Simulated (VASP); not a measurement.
# Sn (I4/mmm) in VASP: notebook

Sn is run at these levels: r2SCAN; tasks: single point.

Everything below comes from runs of VASP 6.6.1. Logs are shortened: lines on timing, memory, paths and dates and some standing lists are left out, and cuts for length are marked.

### Step 1. The cell of the first run

It takes space group I4/mmm (No. 139, tetragonal). The conventional cell has a = 3.846 Å, b = 3.846 Å, c = 3.789 Å, α = 90.00°, β = 90.00°, γ = 90.00°. Within 4.4 Å of Sn (site symmetry 4/mmm) lie 14 Sn at 3.31 to 3.85 Å.

### Step 2. Single point, r2SCAN (strain +0.015 along x and y, +0.000 along z)

Input file POSCAR:

```
Sn
1.0
   -1.9230715965      1.9230715965      1.8946518192
    1.9230715965     -1.9230715965      1.8946518192
    1.9230715965      1.9230715965     -1.8946518192
Sn
1
Direct
    0.0000000000      0.0000000000      0.0000000000
```

Input file INCAR.step1:

```
SYSTEM = Sn
PREC     = Accurate       ! precision mode
ENCUT    = 520            ! plane-wave cutoff, eV
ISMEAR   = 0              ! smearing method
SIGMA    = 0.15           ! smearing width, eV
LREAL    = .False.        ! projectors in reciprocal space
LASPH    = .True.         ! aspherical terms in the spheres
NELM     = 80             ! most SCF steps
NBANDS   = 13             ! bands
GGA      = PE             ! functional
ALGO     = Normal         ! electronic algorithm
EDIFF    = 1E-4           ! SCF threshold, eV
LWAVE    = .True.         ! write WAVECAR
LCHARG   = .False.        ! write CHGCAR
```

Input file INCAR.step2:

```
SYSTEM = Sn
PREC     = Accurate       ! precision mode
ENCUT    = 520            ! plane-wave cutoff, eV
EDIFF    = 1E-7           ! SCF threshold, eV
ISMEAR   = 0              ! smearing method
SIGMA    = 0.15           ! smearing width, eV
LREAL    = .False.        ! projectors in reciprocal space
LASPH    = .True.         ! aspherical terms in the spheres
NELM     = 80             ! most SCF steps
ALGO     = Normal         ! electronic algorithm
ISIF     = 2              ! what is computed and relaxed
LWAVE    = .False.        ! write WAVECAR
LCHARG   = .False.        ! write CHGCAR
METAGGA  = R2SCAN         ! meta-GGA
LMIXTAU  = .True.       
NBANDS   = 13             ! bands
ISTART   = 1
```

Input file KPOINTS:

```
regular mesh
0
Gamma
  18 18 18
  0 0 0
```

Potentials or basis: VASP PAW PBE potentials, release 64 (Sn_d).

On the command line:

```bash
> cat potpaw_PBE.64/Sn_d/POTCAR > POTCAR
> cp INCAR.step1 INCAR
> mpirun -np 1 vasp_std > vasp.out
> cp INCAR.step2 INCAR
> mpirun -np 1 vasp_std > vasp.out
```

OUTCAR:

```text
SYSTEM = Sn
   PREC = Accurate
   ENCUT = 520
   EDIFF = 1E-7
   ISMEAR = 0
   LREAL = .False.
   LASPH = .True.
   NELM = 80
   ISIF = 2
   METAGGA = R2SCAN
   ISTART = 1

 ion  position               nearest neighbor table
   1  0.000  0.000  0.000-

  LATTYP: Found a body centered tetragonal cell.
 ALAT       =     3.8461431930
 C/A-ratio  =     0.9852216749

  Lattice vectors:

 A1 = (  -1.9230715965,   1.9230715965,   1.8946518192)
 A2 = (   1.9230715965,  -1.9230715965,   1.8946518192)
 A3 = (   1.9230715965,   1.9230715965,  -1.8946518192)

Analysis of symmetry for initial positions (statically):
=====================================================================
 Subroutine PRICEL returns:
 Original cell was already a primitive cell.

 Routine SETGRP: Setting up the symmetry group for a
 body centered tetragonal supercell.

 Subroutine GETGRP returns: Found 16 space group operations
 (whereof 16 operations were pure point group operations)
 out of a pool of 16 trial point group operations.

The static configuration has the point symmetry D_4h.

Analysis of symmetry for dynamics (positions and initial velocities):
=====================================================================
 Subroutine PRICEL returns:
 Original cell was already a primitive cell.

 Routine SETGRP: Setting up the symmetry group for a
 body centered tetragonal supercell.

 Subroutine GETGRP returns: Found 16 space group operations
 (whereof 16 operations were pure point group operations)
 out of a pool of 16 trial point group operations.

The dynamic configuration has the point symmetry D_4h.

 Subroutine INISYM returns: Found 16 space group operations
 (whereof 16 operations are pure point group operations),
 and found     1 'primitive' translations

----------------------------------------------------------------------------------------

                                     Primitive cell

  volume of cell :      28.0272

  direct lattice vectors                    reciprocal lattice vectors
    -1.923071597  1.923071597  1.894651819     0.000000000  0.260000720  0.263900731
     1.923071597 -1.923071597  1.894651819     0.260000720  0.000000000  0.263900731
     1.923071597  1.923071597 -1.894651819     0.260000720  0.260000720  0.000000000

  length of vectors
     3.314530773  3.314530773  3.314530773     0.370464533  0.370464533  0.367696545

  position of ions in fractional coordinates (direct lattice)
     0.000000000  0.000000000  0.000000000

  ion indices of the primitive-cell ions
   primitive index   ion index
                 1           1

----------------------------------------------------------------------------------------

 KPOINTS: regular mesh

Automatic generation of k-mesh.
 Grid dimensions read from file:
 generate k-points for:   18   18   18

 Generating k-lattice:

  Cartesian coordinates                     Fractional coordinates (reciprocal lattice)
     0.000000000  0.014444484  0.014661152     0.055555556  0.000000000 -0.000000000
     0.014444484  0.000000000  0.014661152     0.000000000  0.055555556 -0.000000000
     0.014444484  0.014444484  0.000000000     0.000000000  0.000000000  0.055555556

  Length of vectors
     0.020581363  0.020581363  0.020427586

  Shift w.r.t. Gamma in fractional coordinates (k-lattice)
     0.000000000  0.000000000  0.000000000

 Subroutine IBZKPT returns following result:
 ===========================================

 Found    480 irreducible k-points:

 Following reciprocal coordinates:
            Coordinates               Weight
  0.000000  0.000000  0.000000      1.000000
  0.055556  0.000000  0.000000      8.000000
  0.111111  0.000000  0.000000      8.000000
  0.166667  0.000000  0.000000      8.000000
  0.222222  0.000000 -0.000000      8.000000
  0.277778  0.000000  0.000000      8.000000
[... 16 lines left out ...]
 -0.277778  0.055556  0.000000     16.000000
 -0.222222  0.055556  0.000000     16.000000
 [... further k-points ...]
[... 42 lines left out ...]

  energy without entropy =      -24.49140175  energy(sigma->0) =      -24.49479363

 E-fermi :   7.6582     XC(G=0): -11.0937

 val. band max:        7.6553932757   @ k =  -0.3889   0.1667  -0.0000
 cond. band min:       7.6611521468   @ k =  -0.4444  -0.4444   0.1667
 fundamental gap:      0.0057588711
 Fermi energy:         7.6581734228

 k-point     1 :       0.0000    0.0000    0.0000
  band No.  band energies     occupation
      1     -14.5840      2.00000
      2     -14.5812      2.00000
      3     -14.5812      2.00000
      4     -14.4475      2.00000
      5     -14.4386      2.00000
      6      -3.7547      2.00000
      7      15.7609      0.00000
      8      15.7610      0.00000
      9      15.8640      0.00000
     10      20.4507      0.00000
     11      20.4559      0.00000
     12      20.4559      0.00000
     13      20.6663      0.00000

 k-point     2 :       0.0556    0.0000    0.0000
  band No.  band energies     occupation
      1     -14.5842      2.00000
      2     -14.5792      2.00000
      3     -14.5758      2.00000
      4     -14.4479      2.00000
      5     -14.4398      2.00000
      6      -3.6850      2.00000
      7      15.2067      0.00000
      8      15.4647      0.00000
      9      15.7257      0.00000
     10      19.5092      0.00000
     11      19.5781      0.00000
     12      20.3861      0.00000
     13      20.9693      0.00000

 k-point     3 :       0.1111    0.0000    0.0000
  band No.  band energies     occupation
      1     -14.5880      2.00000
      2     -14.5737      2.00000
      3     -14.5571      2.00000
      4     -14.4497      2.00000
      5     -14.4428      2.00000
      6      -3.4756      2.00000
      7      13.7620      0.00000
      8      14.7786      0.00000
      9      15.4627      0.00000
     10      18.5882      0.00000
     11      18.7520      0.00000
     12      20.1777      0.00000
     13      21.7571      0.00000
[... 305 lines left out ...]
 k-point    23 :      -0.2778    0.0556    0.0000
  band No.  band energies     occupation
      1     -14.6027      2.00000
      2     -14.5582      2.00000
      3     -14.4709      2.00000
      4     -14.4609      2.00000
      5     -14.4473      2.00000
      6      -2.2945      2.00000
      7       9.2866      0.00000
      8      12.4566      0.00000
      9      14.0536      0.00000
     10      17.1932      0.00000
     11      17.8804      0.00000
     12      20.4854      0.00000
     13      23.0178      0.00000

 k-point    24 :      -0.2222    0.0556    0.0000
  band No.  band energies     occupation
      1     -14.5951      2.00000
      2     -14.5648      2.00000
      3     -14.5066      2.00000
      4     -14.4584      2.00000
      5     -14.4453      2.00000
      6      -2.8513      2.00000
      7      11.0585      0.00000
      8      13.2108      0.00000
      9      14.5355      0.00000
     10      17.7097      0.00000
     11      18.2775      0.00000
     12      20.1730      0.00000
     13      22.6425      0.00000

 [... further k-points ...]

------------------------ aborting loop because EDIFF is reached ----------------------------------------

  FORCE on cell =-STRESS in cart. coord.  units (eV):
  Direction    XX          YY          ZZ          XY          YZ          ZX
  --------------------------------------------------------------------------------------
  -------------------------------------------------------------------------------------
  Total       -0.2744194     -0.2744194     -0.3772639      0.0000000      0.0000000      0.0000000
  in kB      -15.6871877    -15.6871877    -21.5662956      0.0000000      0.0000000      0.0000000
  external PRESSURE =     -17.6468903 kB  Pullay stress =       0.0000000 kB

 VOLUME and BASIS-vectors are now :
 -----------------------------------------------------------------------------
  energy-cutoff  :      520.00
  volume of cell :       28.03
      direct lattice vectors                 reciprocal lattice vectors
    -1.923071597  1.923071597  1.894651819     0.000000000  0.260000720  0.263900731
     1.923071597 -1.923071597  1.894651819     0.260000720  0.000000000  0.263900731
     1.923071597  1.923071597 -1.894651819     0.260000720  0.260000720  0.000000000

 POSITION                                       TOTAL-FORCE (eV/Angst)
 -----------------------------------------------------------------------------------
      0.00000      0.00000      0.00000        -0.000000     -0.000000     -0.000000
 -----------------------------------------------------------------------------------
    total drift:                                0.000000     -0.000000     -0.000000

  FREE ENERGIE OF THE ION-ELECTRON SYSTEM (eV)
  ---------------------------------------------------
  free  energy   TOTEN  =       -24.4981855132 eV

  energy  without entropy=      -24.4914017542  energy(sigma->0) =      -24.49479363
```

Wall time 4.9 min (1 thread of Intel Xeon 6975P-C (Granite Rapids), shared host); peak memory 0.29 GiB.

Results:

* Free energy: -24.4982 eV
* Pressure: -1.8 GPa
* Band gap on the k mesh: zero (bands 7 and 8 overlap by 10.59 eV)

Stress tensor (GPa, compression positive):
```
-1.57  0.00  0.00
 0.00 -1.57  0.00
 0.00  0.00 -2.16
```

Levels at points of the mesh, in eV from the Fermi level:
| k point | band 3 | band 4 | band 5 | band 6 | band 7 | band 8 | band 9 | band 10 | band 11 | band 12 |
| --- | --- | --- | --- | --- | --- | --- | --- | --- | --- | --- |
| (0.00, 0.00, 0.00) | -22.24 | -22.11 | -22.10 | -11.41 | 8.10 | 8.10 | 8.21 | 12.79 | 12.80 | 12.80 |
| (0.50, 0.00, 0.00) | -22.11 | -22.11 | -22.02 | -6.58 | -4.50 | 3.57 | 5.65 | 8.33 | 8.44 | 15.77 |
| (0.50, 0.50, 0.00) | -22.11 | -22.11 | -22.02 | -6.68 | -4.54 | 3.77 | 5.91 | 8.55 | 8.70 | 15.41 |
| (0.50, 0.50, 0.50) | -22.04 | -22.04 | -22.04 | -2.52 | -0.65 | -0.65 | -0.35 | 4.16 | 4.28 | 18.94 |

Caveat: the cell differs from its parent crystal (strain +0.015 along x and y, +0.000 along z); the PAW data sets were made with another functional, which shifts forces and pressure a little; spin-orbit coupling is left out, which moves the levels of the heavy elements.

### Step 3. Single point, r2SCAN (strain +0.030 along x and y, -0.015 along z)

Input file POSCAR:

```
Sn
1.0
   -1.9514913738      1.9514913738      1.8662320419
    1.9514913738     -1.9514913738      1.8662320419
    1.9514913738      1.9514913738     -1.8662320419
Sn
1
Direct
    0.0000000000      0.0000000000      0.0000000000
```

Input file INCAR.step1:

```
  PREC = Accurate
  ENCUT = 520
  ISMEAR = 0
  SIGMA = 0.15
  LREAL = False
  LASPH = True
  NELM = 80
  NBANDS = 13
  GGA = PE
  ALGO = Normal
  EDIFF = 1E-4
  LWAVE = True
  LCHARG = False
```

Input file INCAR.step2:

```
  PREC = Accurate
  ENCUT = 520
  EDIFF = 1E-6
  ISMEAR = 0
  SIGMA = 0.15
  LREAL = False
  LASPH = True
  NELM = 80
  ALGO = Normal
  ISIF = 2
  LWAVE = False
  LCHARG = False
  METAGGA = R2SCAN
  LMIXTAU = True
  NBANDS = 13
  ISTART = 1
```

Input file KPOINTS:

```
regular mesh
0
Gamma
  18 18 18
```

Potentials or basis: VASP PAW PBE potentials, release 64 (Sn_d).

On the command line:

```bash
> cat potpaw_PBE.64/Sn_d/POTCAR > POTCAR
> cp INCAR.step1 INCAR
> mpirun -np 1 vasp_std > vasp.out
> cp INCAR.step2 INCAR
> mpirun -np 1 vasp_std > vasp.out
```

Run time: 4.6 min. Hardware: 1 thread of Intel Xeon 6975P-C (Granite Rapids), shared host; peak memory 0.29 GiB.

The run converged. Its results:

- Free energy: -24.4961 eV
- Pressure: -2.4 GPa
- Band gap on the k mesh: zero (bands 7 and 8 overlap by 10.29 eV)

Stress tensor (GPa, compression positive):
```
-2.07  0.00  0.00
 0.00 -2.07  0.00
 0.00  0.00 -3.05
```

Levels at points of the mesh, in eV from the Fermi level:
| k point | band 4 | band 5 | band 6 | band 7 | band 8 | band 9 | band 10 | band 11 |
| --- | --- | --- | --- | --- | --- | --- | --- | --- |
| (0.00, 0.00, 0.00) | -22.12 | -22.10 | -11.32 | 7.87 | 7.87 | 8.21 | 12.29 | 12.68 |
| (0.50, 0.00, 0.00) | -22.11 | -22.03 | -6.50 | -4.41 | 3.41 | 5.41 | 8.12 | 8.23 |
| (0.50, 0.50, 0.00) | -22.12 | -22.03 | -6.81 | -4.52 | 3.99 | 6.19 | 8.75 | 9.02 |
| (0.50, 0.50, 0.50) | -22.05 | -22.04 | -2.66 | -0.83 | -0.83 | 0.06 | 4.05 | 4.45 |

Caveat: the cell differs from its parent crystal (strain +0.030 along x and y, -0.015 along z); the PAW data sets were made with another functional, which shifts forces and pressure a little; spin-orbit coupling is left out, which moves the levels of the heavy elements.

### Step 4. Single point, r2SCAN (strain +0.030 along x and y, +0.000 along z)

Input file POSCAR:

```
Sn
1.0
   -1.9514913738      1.9514913738      1.8946518192
    1.9514913738     -1.9514913738      1.8946518192
    1.9514913738      1.9514913738     -1.8946518192
Sn
1
Direct
    0.0000000000      0.0000000000      0.0000000000
```

Input file INCAR.step1:

```
ALGO     = Normal         # electronic algorithm
EDIFF    = 1E-4           # SCF threshold, eV
ENCUT    = 520            # plane-wave cutoff, eV
GGA      = PE             # functional
ISMEAR   = 0              # smearing method
LASPH    = T              # aspherical terms in the spheres
LCHARG   = F              # write CHGCAR
LREAL    = F              # projectors in reciprocal space
LWAVE    = T              # write WAVECAR
NBANDS   = 13             # bands
NELM     = 100            # most SCF steps
PREC     = Accurate       # precision mode
SIGMA    = 0.15           # smearing width, eV
```

Input file INCAR.step2:

```
ALGO     = Normal         # electronic algorithm
EDIFF    = 1E-6           # SCF threshold, eV
ENCUT    = 520            # plane-wave cutoff, eV
ISIF     = 2              # what is computed and relaxed
ISMEAR   = 0              # smearing method
ISTART   = 1            
LASPH    = T              # aspherical terms in the spheres
LCHARG   = T              # write CHGCAR
LELF     = T              # ELF
LMIXTAU  = T            
LREAL    = F              # projectors in reciprocal space
LVHAR    = T            
LWAVE    = F              # write WAVECAR
METAGGA  = R2SCAN         # meta-GGA
NBANDS   = 13             # bands
NELM     = 100            # most SCF steps
PREC     = Accurate       # precision mode
SIGMA    = 0.15           # smearing width, eV
```

Input file KPOINTS:

```
k-points
0
Gamma
  18 18 18
```

On the command line:

```bash
> cat potpaw_PBE.64/Sn_d/POTCAR > POTCAR
> cp INCAR.step1 INCAR
> mpirun -np 1 vasp_std > vasp.out
> cp INCAR.step2 INCAR
> mpirun -np 1 vasp_std > vasp.out
```

It took 4.6 min on 1 thread of Intel Xeon 6975P-C (Granite Rapids), shared host; peak memory 0.29 GiB.

It converged, with:

```
Free energy            : -24.4874 eV
Pressure               : -3.0 GPa
Band gap on the k mesh : zero (bands 7 and 8 overlap by 10.17 eV)
```

Stress tensor (GPa, compression positive):
```
-2.70  0.00  0.00
 0.00 -2.70  0.00
 0.00  0.00 -3.52
```

Levels at points of the mesh, in eV from the Fermi level:
```
           k point  band 5  band 6  band 7  band 8  band 9  band 10
(0.00, 0.00, 0.00)  -22.09  -11.20    7.79    7.79    7.99    12.39
(0.50, 0.00, 0.00)  -22.02   -6.52   -4.34    3.42    5.45     8.11
(0.50, 0.50, 0.00)  -22.03   -6.72   -4.41    3.79    5.96     8.52
(0.50, 0.50, 0.50)  -22.04   -2.71   -0.71   -0.71   -0.13     4.12
```

Caveat: the cell differs from its parent crystal (strain +0.030 along x and y, +0.000 along z); the PAW data sets were made with another functional, which shifts forces and pressure a little; spin-orbit coupling is left out, which moves the levels of the heavy elements.

### Step 5. Single point, r2SCAN (strain +0.015 along x and y, +0.030 along z)

Input file POSCAR:

```
Sn
1.0
   -1.9230715965      1.9230715965      1.9514913738
    1.9230715965     -1.9230715965      1.9514913738
    1.9230715965      1.9230715965     -1.9514913738
Sn
1
Direct
    0.0000000000      0.0000000000      0.0000000000
```

Input file INCAR.step1:

```
SYSTEM = Sn
PREC     = Accurate       ! precision mode
ENCUT    = 520            ! plane-wave cutoff, eV
ISMEAR   = 0              ! smearing method
SIGMA    = 0.15           ! smearing width, eV
LREAL    = .FALSE.        ! projectors in reciprocal space
LASPH    = .TRUE.         ! aspherical terms in the spheres
NELM     = 60             ! most SCF steps
NBANDS   = 13             ! bands
GGA      = PE             ! functional
ALGO     = Normal         ! electronic algorithm
EDIFF    = 1E-4           ! SCF threshold, eV
LWAVE    = .TRUE.         ! write WAVECAR
LCHARG   = .FALSE.        ! write CHGCAR
```

Input file INCAR.step2:

```
SYSTEM = Sn
PREC     = Accurate       ! precision mode
ENCUT    = 520            ! plane-wave cutoff, eV
EDIFF    = 1E-6           ! SCF threshold, eV
ISMEAR   = 0              ! smearing method
SIGMA    = 0.15           ! smearing width, eV
LREAL    = .FALSE.        ! projectors in reciprocal space
LASPH    = .TRUE.         ! aspherical terms in the spheres
NELM     = 60             ! most SCF steps
ALGO     = Normal         ! electronic algorithm
ISIF     = 2              ! what is computed and relaxed
LWAVE    = .FALSE.        ! write WAVECAR
LCHARG   = .FALSE.        ! write CHGCAR
METAGGA  = R2SCAN         ! meta-GGA
LMIXTAU  = .TRUE.       
NBANDS   = 13             ! bands
ISTART   = 1
```

Input file KPOINTS:

```
regular mesh
0
G
  18 18 18
  0 0 0
```

On the command line:

```bash
> cat potpaw_PBE.64/Sn_d/POTCAR > POTCAR
> cp INCAR.step1 INCAR
> mpirun -np 1 vasp_std > vasp.out
> cp INCAR.step2 INCAR
> mpirun -np 1 vasp_std > vasp.out
```

Wall time 4.5 min (1 thread of Intel Xeon 6975P-C (Granite Rapids), shared host); peak memory 0.29 GiB.

Results (log left out):

* Free energy: -24.4860 eV
* Pressure: -3.0 GPa
* Band gap on the k mesh: zero (bands 7 and 8 overlap by 10.20 eV)

Stress tensor (GPa, compression positive):
```
-3.10  0.00  0.00
 0.00 -3.10  0.00
 0.00  0.00 -2.69
```

Levels at points of the mesh, in eV from the Fermi level:
| k point | band 4 | band 5 | band 6 | band 7 | band 8 | band 9 | band 10 | band 11 |
| --- | --- | --- | --- | --- | --- | --- | --- | --- |
| (0.00, 0.00, 0.00) | -22.10 | -22.09 | -11.20 | 7.80 | 7.89 | 7.89 | 12.67 | 12.69 |
| (0.50, 0.00, 0.00) | -22.10 | -22.02 | -6.62 | -4.37 | 3.59 | 5.70 | 8.31 | 8.52 |
| (0.50, 0.50, 0.00) | -22.10 | -22.02 | -6.52 | -4.34 | 3.41 | 5.46 | 8.11 | 8.27 |
| (0.50, 0.50, 0.50) | -22.04 | -22.04 | -2.69 | -0.71 | -0.43 | -0.43 | 4.18 | 4.29 |

Caveat: the cell differs from its parent crystal (strain +0.015 along x and y, +0.030 along z); the PAW data sets were made with another functional, which shifts forces and pressure a little; spin-orbit coupling is left out, which moves the levels of the heavy elements.

### Step 6. Summary

| cell | gap on the mesh (eV) | pressure (GPa) |
| --- | --- | --- |
| a = 3.315 Å, angles 109.1, 109.1, 110.3°, 1 atom | none | -1.8 |
| a = 3.332 Å, angles 108.3, 108.3, 111.9°, 1 atom | none | -2.4 |
| a = 3.348 Å, angles 108.7, 108.7, 111.1°, 1 atom | none | -3.0 |
| a = 3.347 Å, angles 109.9, 109.9, 108.7°, 1 atom | none | -3.0 |

Alike in all rows: task single point; level r2SCAN; potentials or basis VASP PAW PBE potentials, release 64 (Sn_d); no spin polarisation; k mesh 18 × 18 × 18; cutoff (eV) 520; smearing gaussian 0.15 eV.

Caveats: the PAW data sets were made with another functional, which shifts forces and pressure a little; spin-orbit coupling is left out, which moves the levels of the heavy elements.

Absolute energies hang on the potentials; compare differences alone.

The gap in the log of VASP goes by the Fermi energy; the results here count the filled bands.